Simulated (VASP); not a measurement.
A run of VASP 6.6.1:

The input POSCAR:

```
CsCl
1.0
    4.0950433541      0.0000000000      0.0000000000
    0.0000000000      4.0950433541      0.0000000000
    0.0000000000      0.0000000000      4.0950433541
Cs Cl
1 1
Direct
    0.0000000000      0.0000000000      0.0000000000
    0.5000000000      0.5000000000      0.5000000000
```

INCAR.step1

```
SYSTEM = CsCl
ALGO = Normal ; EDIFF = 1E-5
ENCUT = 550 ; GGA = PE
GGA_COMPAT = .False. ; ISMEAR = 0
LASPH = .True. ; LCHARG = .False.
LREAL = .False. ; LWAVE = .True.
NBANDS = 15 ; NELM = 120
PREC = Accurate ; SIGMA = 0.01
```

File INCAR.step2:

```
SYSTEM = CsCl
ALGO = Normal ; EDIFF = 1E-6
ENCUT = 550 ; GGA_COMPAT = .False.
ISIF = 2 ; ISMEAR = 0
ISTART = 1 ; LASPH = .True.
LCHARG = .True. ; LELF = .True.
LMIXTAU = .True. ; LREAL = .False.
LVHAR = .True. ; LWAVE = .False.
METAGGA = R2SCAN ; NBANDS = 15
NELM = 120 ; PREC = Accurate
SIGMA = 0.01
```

Contents of KPOINTS:

```
k-points
0
Gamma
  6 6 6
  0 0 0
```

Potentials or basis: VASP PAW PBE potentials, release 64 (Cs_sv, Cl).

Command:

```console
$ cat potpaw_PBE.64/Cs_sv/POTCAR potpaw_PBE.64/Cl/POTCAR > POTCAR
$ cp INCAR.step1 INCAR
$ mpirun -np 1 vasp_std > vasp.out
$ cp INCAR.step2 INCAR
$ mpirun -np 1 vasp_std > vasp.out
```

Hardware: 1 thread of Intel Xeon 8259CL (shared host).

Task: How long does it take, and how much memory?

Result: It took 97 s on 1 thread of Intel Xeon 8259CL, with other jobs on the host, peak memory 0.19 GiB. Counts: k points 20.
